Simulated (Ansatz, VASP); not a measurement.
ScGa3P2: VASP beside Ansatz

File INCAR:

```
SYSTEM = ScGa3P2
PREC = Accurate
ENCUT = 500
EDIFF = 1E-6
ISMEAR = 0
SIGMA = 0.1
LREAL = .FALSE.
LASPH = .TRUE.
NELM = 200
ALGO = Normal
ISIF = 2
LWAVE = .FALSE.
LCHARG = .TRUE.
ISPIN = 2
MAGMOM = 1 0 0 0 0 0
LORBIT = 11
LMAXMIX = 4
GGA = PE
LELF = .TRUE.
LVHAR = .TRUE.
NBANDS = 43
GGA_COMPAT = .FALSE.
```

KPOINTS

```
Automatic mesh
0
G
  6 6 2
  0 0 0
```

File POSCAR:

```
ScGa3P2
1.0
    3.5327160791      0.0000000000      0.0000000000
    0.0000000000      3.5327160791      0.0000000000
    0.0000000000      0.0000000000      8.9311962662
Sc Ga P
1 3 2
Direct
    0.0000000000      0.0000000000      0.0000000000
    0.5000000000      0.5000000000      0.1964091345
    0.5000000000      0.5000000000      0.5000000000
    0.5000000000      0.5000000000      0.8035908655
    0.0000000000      0.0000000000      0.2882830823
    0.0000000000      0.0000000000      0.7117169177
```

Input for Ansatz:

```yaml
crystal:
  lattice:
    - [3.5327160791, 0.0, 0.0]
    - [0.0, 3.5327160791, 0.0]
    - [0.0, 0.0, 8.9311962662]
  atoms:
    - { symbol: Sc, position: [0.0, 0.0, 0.0], spin: 1.0 }
    - { symbol: Ga, position: [0.5, 0.5, 0.1964091345] }
    - { symbol: Ga, position: [0.5, 0.5, 0.5] }
    - { symbol: Ga, position: [0.5, 0.5, 0.8035908655] }
    - { symbol: P, position: [0.0, 0.0, 0.2882830823] }
    - { symbol: P, position: [0.0, 0.0, 0.7117169177] }
basis:
  ecutwfc: 420
kpoints:
  mp_grid: { grid: [6, 6, 2] }
hamiltonian:
  xc: pbe
scf:
  occupations: { method: gaussian, width: 0.1 }
  lower_state_search: "off"
output:
  forces: true
  stress: true
  eigenvalues: true
  populations: true
magnetization:
  spin_polarized: true
```

Change from the starting cell: species swapped into the Mg3HgAu2 type (P4/mmm, No. 123).

Alike in both runs: task single point; functional PBE; k mesh 6 × 6 × 2; occupations gaussian, width 0.1 eV; collinear spin.

|  | VASP | Ansatz |
| --- | --- | --- |
| version | VASP 6.6.1 | Ansatz 0.2.0 |
| potentials or method | VASP PAW PBE potentials, release 64 (Sc_sv, Ga_d, P), cutoff 500 eV | scalar-relativistic, plane waves, PAW |
| valence electrons in the cell | 60 | 60 |

|  | VASP | Ansatz | Ansatz less VASP |
| --- | --- | --- | --- |
| gap on the k mesh at the Fermi level (eV) | none | none | - |
| pressure (GPa) | 0.2 | 0.1 | -0.10 |
| traceless stress, the component that is largest in VASP (GPa) | -0.01 | -0.09 | -0.077 |
| rms of the force components (eV/Å) | 0.004 | 0.004 | +0.0007 |
| net moment per atom (μB) | 0.04 | 0.04 | +0.002 |
| size of the moment on the site where the two differ most (μB) | 0.13 | 0.11 | -0.021 |

Site moments also hang on the region over which each program counts them. Atom by atom the forces differ by 0.006 eV/Å (rms over components). A gap of «none» marks a metal or a gap that the smearing closes.
